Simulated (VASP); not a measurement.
Set up this calculation in VASP 6.6.1, as the native input.

* Task: single point
* Functional: PBEsol
* Potentials or basis: VASP PAW PBE potentials, release 64 (Mn_pv, Ru_pv)
* Cutoff: 520 eV
* k mesh: 13 × 13 × 7
* Occupations: fermi-dirac, width 0.05 eV
* Spin: no spin polarisation
* Dipole correction: no
* Further INCAR settings: ALGO = Normal; EDIFF = 1e-07; NBANDS = 20

The structure of MnRu lies in POSCAR:

```
MnRu
1.0
    2.7897116179      0.0000000000      0.0000000000
   -1.3948558089      2.4159611303      0.0000000000
    0.0000000000      0.0000000000      4.3202460110
Mn Ru
1 1
Direct
    0.6666666667      0.3333333333      0.5000000000
    0.3333333333      0.6666666667      0.0000000000
```

This cell differs from its parent crystal: volume scaled by 1.2.

One way to write it, as run:

INCAR

```
PREC = Accurate
ENCUT = 520
EDIFF = 1E-7
ISMEAR = -1
SIGMA = 0.05
LREAL = False
LASPH = True
NELM = 60
ALGO = Normal
ISIF = 2
LWAVE = False
LCHARG = True
GGA = PS
LELF = True
LVHAR = True
NBANDS = 20
```

KPOINTS

```
Automatic mesh
0
Gamma
  13 13 7
```

Potentials or basis: VASP PAW PBE potentials, release 64 (Mn_pv, Ru_pv).

Launch:

```console
$ cat potpaw_PBE.64/Mn_pv/POTCAR potpaw_PBE.64/Ru_pv/POTCAR > POTCAR
$ mpirun -np 1 vasp_std > vasp.out
```

Results of the run:

The pressure is -40.2 GPa.

Caveat: the PAW data sets were made with another functional, which shifts forces and pressure a little.

It took 29 s on 1 thread of Intel(R) Xeon(R) Platinum 8488C (Sapphire Rapids) (shared host), peak memory 0.18 GiB.
